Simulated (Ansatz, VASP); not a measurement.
**CaC2 in VASP and in Ansatz**

File INCAR:

```
SYSTEM = CaC2
PREC = Accurate ; ENCUT = 520
EDIFF = 1E-7 ; ISMEAR = 0
SIGMA = 0.05 ; LREAL = .FALSE.
LASPH = .TRUE. ; NELM = 80
ALGO = Normal ; ISIF = 2
LWAVE = .FALSE. ; LCHARG = .FALSE.
NBANDS = 16
```

The input KPOINTS:

```
regular mesh
0
G
  10 10 10
  0 0 0
```

Contents of POSCAR:

```
CaC2
1.0
   -1.8375836694      1.8375836694      3.2821640236
    1.8375836694     -1.8375836694      3.2821640236
    1.8375836694      1.8375836694     -3.2821640236
Ca C
1 2
Direct
    0.0000000000      0.0000000000      0.0000000000
    0.5978927200      0.5978927200      0.0000000000
    0.4021072800      0.4021072800      0.0000000000
```

Input for Ansatz:

```yaml
crystal:
  lattice:
    - [-1.8375836694, 1.8375836694, 3.2821640236]
    - [1.8375836694, -1.8375836694, 3.2821640236]
    - [1.8375836694, 1.8375836694, -3.2821640236]
  atoms:
    - { symbol: Ca, position: [0.0, 0.0, 0.0] }
    - { symbol: C, position: [0.59789272, 0.59789272, 0.0] }
    - { symbol: C, position: [0.40210728, 0.40210728, 0.0] }
basis:
  ecutwfc: 420
kpoints:
  mp_grid: { grid: [10, 10, 10] }
hamiltonian:
  xc: lda
scf:
  occupations: { method: gaussian, width: 0.05 }
output:
  forces: true
  stress: true
  eigenvalues: true
```

Change from the starting cell: strain -0.050 along x and y, +0.025 along z, atoms carried along.

Alike in both runs: task single point; functional LDA; k mesh 10 × 10 × 10; occupations gaussian, width 0.05 eV; no spin polarisation.

|  | VASP | Ansatz |
| --- | --- | --- |
| version | VASP 6.6.1 | Ansatz 0.2.0 |
| potentials or method | VASP PAW LDA potentials, release 64 (Ca_sv, C), cutoff 520 eV | scalar-relativistic, plane waves, PAW |
| valence electrons in the cell | 18 | 18 |

VASP gave:

* gap on the k mesh at the Fermi level (eV): 0.52
* least direct gap on the mesh (eV): 1.74
* pressure (GPa): -3.4
* traceless stress, the component that is largest in VASP (GPa): -13.81
* rms of the force components (eV/Å): 0.959

Question: Estimate Ansatz's values.

Answer: gap on the k mesh at the Fermi level (eV): 0.53; least direct gap on the mesh (eV): 1.76; pressure (GPa): -3.9; traceless stress, the component that is largest in VASP (GPa): -14.02; rms of the force components (eV/Å): 1.001.

LDA's correlation is that of Perdew and Zunger in VASP and of Perdew and Wang (1992) in Ansatz. Atom by atom the forces differ by 0.042 eV/Å (rms over components).
